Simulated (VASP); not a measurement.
Hf, 2 atoms in the cell. It takes space group P6_3/mmc (No. 194, hexagonal). Conventional cell: a = 2.889 Å, b = 2.889 Å, c = 4.686 Å, α = 90.00°, β = 90.00°, γ = 120.00°. Within 3.8 Å of Hf (site symmetry -6m2) lie 12 Hf at 2.88 to 2.89 Å. 

```yaml
Program: VASP 6.6.1
Task: vibrations by perturbation theory
Functional: LDA
Potentials_or_basis: VASP PAW LDA potentials, release 64 (Hf_pv)
Cutoff: 520 eV
k_mesh: 16 × 16 × 10
Occupations: gaussian, width 0.1 eV
Spin: no spin polarisation
Dipole_correction: no
Further_INCAR_settings: ALGO = Fast; EDIFF = 1e-08; NBANDS = 17; IBRION = 8; NSW = 1
```

Potentials or basis: VASP PAW LDA potentials, release 64 (Hf_pv).

Launch:

```sh
$ cat potpaw_LDA.64/Hf_pv/POTCAR > POTCAR
$ mpirun -np 1 vasp_std > vasp.out
```

Hardware: 1 thread of Intel(R) Xeon(R) Platinum 8488C (Sapphire Rapids), with other jobs on the host.

Task: How long does it take, and how much memory?

Result: Wall time 12 min on 1 thread of Intel(R) Xeon(R) Platinum 8488C (Sapphire Rapids) (shared host), peak memory 0.87 GiB. Counts: scf iterations 61, k points 180.
